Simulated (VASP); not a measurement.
# Hg (I4_1/amd) in VASP: notebook, part 2 of 2

VASP 6.6.1.

### 5 Single point, PBE

This run uses another cell than the first one, of 15.93 Å³/atom.

File INCAR:

```
PREC     = Accurate       # precision mode
ENCUT    = 520            # plane-wave cutoff, eV
EDIFF    = 1E-6           # SCF threshold, eV
ISMEAR   = -1             # smearing method
SIGMA    = 0.1            # smearing width, eV
LREAL    = False          # projectors in reciprocal space
LASPH    = True           # aspherical terms in the spheres
NELM     = 60             # most SCF steps
ALGO     = Normal         # electronic algorithm
ISIF     = 2              # what is computed and relaxed
LWAVE    = False          # write WAVECAR
LCHARG   = True           # write CHGCAR
GGA      = PE             # functional
LELF     = True           # ELF
LVHAR    = True         
NBANDS   = 19             # bands
```

File KPOINTS:

```
regular mesh
0
Gamma
  14 14 14
```

File POSCAR:

```
Hg
1.0
   -2.4807668921      2.4807668921      1.2940791631
    2.4807668921     -2.4807668921      1.2940791631
    2.4807668921      2.4807668921     -1.2940791631
Hg
2
Direct
   -0.3750000000     -0.1250000000     -0.2500000000
    0.3750000000      0.1250000000      0.2500000000
```

Command:

```sh
cat potpaw_PBE.64/Hg/POTCAR > POTCAR
mpirun -np 1 vasp_std > vasp.out
```

It took 46 s on 1 thread of Intel Xeon 6975P-C (Granite Rapids), shared host; peak memory 0.24 GiB.

The run converged. Its results:

```yaml
Free_energy: 3.2972 eV
Pressure: 92.6 GPa
Band_gap_on_the_k_mesh: zero (bands 12 and 13 overlap by 6.09 eV)
```

Stress tensor (GPa, compression positive):
```
92.48  0.00  0.00
 0.00 92.48  0.00
 0.00  0.00 92.85
```

Levels at points of the mesh, in eV from the Fermi level:
```tsv
k point	band 8	band 9	band 10	band 11	band 12	band 13	band 14	band 15	band 16	band 17
(0.00, 0.00, 0.00)	-7.71	-7.71	-6.73	-5.70	0.71	0.71	4.74	9.66	13.02	13.02
(0.50, 0.00, 0.00)	-7.42	-7.01	-6.53	-3.11	-0.95	2.22	3.61	5.42	9.54	9.63
(0.50, 0.50, 0.00)	-8.27	-7.22	-7.22	-6.90	-6.90	7.17	7.17	8.38	8.38	14.11
(0.50, 0.50, 0.50)	-7.63	-7.57	-7.57	-4.84	-4.84	-1.77	-1.77	14.47	14.47	17.32
```

Caveat: the cell stands under pressure; spin-orbit coupling is left out, which moves the levels of the heavy elements.

### 6 Single point, PBE (15.93 Å³/atom)

This run uses another cell than the first one, of 15.93 Å³/atom.

File INCAR:

```
SYSTEM = Hg
PREC     = Accurate       ! precision mode
ENCUT    = 520            ! plane-wave cutoff, eV
EDIFF    = 1E-7           ! SCF threshold, eV
ISMEAR   = -1             ! smearing method
SIGMA    = 0.1            ! smearing width, eV
LREAL    = .False.        ! projectors in reciprocal space
LASPH    = .True.         ! aspherical terms in the spheres
NELM     = 100            ! most SCF steps
ALGO     = Normal         ! electronic algorithm
ISIF     = 2              ! what is computed and relaxed
LWAVE    = .False.        ! write WAVECAR
LCHARG   = .False.        ! write CHGCAR
GGA      = PE             ! functional
NBANDS   = 19             ! bands
```

File KPOINTS:

```
regular mesh
0
Gamma
  14 14 14
  0 0 0
```

File POSCAR:

```
Hg
1.0
   -2.4807668920      2.4807668920      1.2940791631
    2.4807668920     -2.4807668920      1.2940791631
    2.4807668920      2.4807668920     -1.2940791631
Hg
2
Direct
   -0.3750000000     -0.1250000000     -0.2500000000
    0.3750000000      0.1250000000      0.2500000000
```

Potentials or basis: VASP PAW PBE potentials, release 64 (Hg).

Command:

```sh
cat potpaw_PBE.64/Hg/POTCAR > POTCAR
mpirun -np 1 vasp_std > vasp.out
```

OUTCAR:

```text
SYSTEM = Hg
   PREC = Accurate
   ENCUT = 520
   EDIFF = 1E-7
   ISMEAR = -1
   LREAL = .False.
   LASPH = .True.
   NELM = 100
   ISIF = 2
   GGA = PE

 ion  position               nearest neighbor table
   1  0.625  0.875  0.750-   2 2.56   2 2.56   2 2.56   2 2.56   2 3.15   2 3.15   2 3.15   2 3.15

   2  0.375  0.125  0.250-   1 2.56   1 2.56   1 2.56   1 2.56   1 3.15   1 3.15   1 3.15   1 3.15

  LATTYP: Found a body centered tetragonal cell.
 ALAT       =     4.9615337840
 C/A-ratio  =     0.5216448056

  Lattice vectors:

 A1 = (  -2.4807668920,   2.4807668920,   1.2940791631)
 A2 = (   2.4807668920,  -2.4807668920,   1.2940791631)
 A3 = (   2.4807668920,   2.4807668920,  -1.2940791631)

Analysis of symmetry for initial positions (statically):
=====================================================================
 Subroutine PRICEL returns:
 Original cell was already a primitive cell.

 Routine SETGRP: Setting up the symmetry group for a
 body centered tetragonal supercell.

[... 161 lines left out ...]
  ext. energy  EPLUGINS =         0.00000000
  ---------------------------------------------------
  free energy    TOTEN  =         3.29723074 eV

  energy without entropy =        3.31780280  energy(sigma->0) =        3.30751677

 E-fermi :   7.3355     XC(G=0): -13.0811

 val. band max:        7.3351016649   @ k =   0.2143   0.1429   0.0714
 cond. band min:       7.3374719484   @ k =  -0.4286   0.4286   0.2857
 fundamental gap:      0.0023702834
 Fermi energy:         7.3354993127

 k-point     1 :       0.0000    0.0000    0.0000
  band No.  band energies     occupation
      1      -6.2549      2.00000
      2      -4.2843      2.00000
      3      -4.1389      2.00000
      4      -3.8756      2.00000
      5      -3.4760      2.00000
      6      -0.4274      2.00000
[... 505 lines left out ...]
      6      -1.9787      2.00000
[... 11 lines left out ...]
     18      18.9514      0.00000
     19      21.2452      0.00000

 [... further k-points ...]

------------------------ aborting loop because EDIFF is reached ----------------------------------------

  FORCE on cell =-STRESS in cart. coord.  units (eV):
  Direction    XX          YY          ZZ          XY          YZ          ZX
  --------------------------------------------------------------------------------------
  -------------------------------------------------------------------------------------
  Total       18.3913065     18.3913065     18.4635043      0.0000000      0.0000000      0.0000000
  in kB      924.9758919    924.9758919    928.6070252      0.0000000      0.0000000      0.0000000
  external PRESSURE =     926.1862696 kB  Pullay stress =       0.0000000 kB

 VOLUME and BASIS-vectors are now :
 -----------------------------------------------------------------------------
  energy-cutoff  :      520.00
  volume of cell :       31.86
      direct lattice vectors                 reciprocal lattice vectors
    -2.480766892  2.480766892  1.294079163     0.000000000  0.201550578  0.386375126
     2.480766892 -2.480766892  1.294079163     0.201550578  0.000000000  0.386375126
     2.480766892  2.480766892 -1.294079163     0.201550578  0.201550578  0.000000000

 POSITION                                       TOTAL-FORCE (eV/Angst)
 -----------------------------------------------------------------------------------
      2.48077      1.24038      0.97056        -0.000000     -0.000000      0.000000
      0.00000      1.24038      0.32352         0.000000      0.000000     -0.000000
 -----------------------------------------------------------------------------------
    total drift:                                0.000000      0.000000     -0.000000

  FREE ENERGIE OF THE ION-ELECTRON SYSTEM (eV)
  ---------------------------------------------------
  free  energy   TOTEN  =         3.2972307445 eV

  energy  without entropy=        3.3178027950  energy(sigma->0) =        3.30751677
```

OSZICAR:

```text
N       E                     dE             d eps       ncg     rms          rms(c)
DAV:   1     0.199677932993E+03    0.19968E+03   -0.13204E+04  9272   0.132E+03
DAV:   2     0.700221241040E+01   -0.19268E+03   -0.18626E+03  9647   0.352E+02
DAV:   3     0.313248766979E+01   -0.38697E+01   -0.38576E+01 10738   0.555E+01
DAV:   4     0.312613887161E+01   -0.63488E-02   -0.63480E-02 10098   0.211E+00
DAV:   5     0.312613143629E+01   -0.74353E-05   -0.74349E-05 10271   0.719E-02    0.223E+01
DAV:   6     0.325567903761E+01    0.12955E+00   -0.13764E-01 10287   0.446E+00    0.138E+01
DAV:   7     0.329433192480E+01    0.38653E-01   -0.66170E-02 10126   0.283E+00    0.771E-01
DAV:   8     0.329726189299E+01    0.29300E-02   -0.14042E-02  9854   0.148E+00    0.104E-01
DAV:   9     0.329724209689E+01   -0.19796E-04   -0.57051E-05 10272   0.697E-02    0.181E-02
DAV:  10     0.329723139365E+01   -0.10703E-04   -0.54237E-06 10109   0.217E-02    0.112E-02
DAV:  11     0.329723065661E+01   -0.73704E-06   -0.59038E-07 10682   0.811E-03    0.112E-03
DAV:  12     0.329723074449E+01    0.87881E-07   -0.21508E-08  5119   0.167E-03
   1 F= 0.32972307E+01 E0= 0.33075168E+01  d E =-.205721E-01
```

stdout:

```text
POSCAR found type information on POSCAR Hg
 POSCAR found :  1 types and       2 ions
 scaLAPACK will be used
 LDA part: xc-table for (Slater+PW92), standard interpolation
 POSCAR, INCAR and KPOINTS ok, starting setup
 FFT: planning ... GRIDC
 FFT: planning ... GRID_SOFT
 FFT: planning ... GRID
 WAVECAR not read
 entering main loop
```

It took 49 s on 1 thread of Intel Xeon 6975P-C (Granite Rapids), shared host; peak memory 0.25 GiB.

What came out:

| Item | Value |
| --- | --- |
| Free energy | 3.2972 eV |
| Pressure | 92.6 GPa |
| Band gap on the k mesh | zero (bands 12 and 13 overlap by 6.09 eV) |

Caveat: the cell stands under pressure; spin-orbit coupling is left out, which moves the levels of the heavy elements.

### 7 The runs side by side

| cell | gap on the mesh (eV) | pressure (GPa) |
| --- | --- | --- |
| a = 3.366 Å, angles 96.8, 96.8, 139.7°, 2 atoms | none | 374.1 |
| a = 3.501 Å, angles 96.8, 96.8, 139.7°, 2 atoms | none | 229.9 |
| a = 3.739 Å, angles 96.9, 96.9, 139.5°, 2 atoms | none | 92.6 |

Alike in all rows: task single point; level PBE; potentials or basis VASP PAW PBE potentials, release 64 (Hg); no spin polarisation; k mesh 14 × 14 × 14; cutoff (eV) 520; smearing fermi-dirac 0.1 eV.

Caveats: the cell stands under pressure; spin-orbit coupling is left out, which moves the levels of the heavy elements.

Total energies depend on the potentials used, so only differences within one code and one set of settings carry meaning.
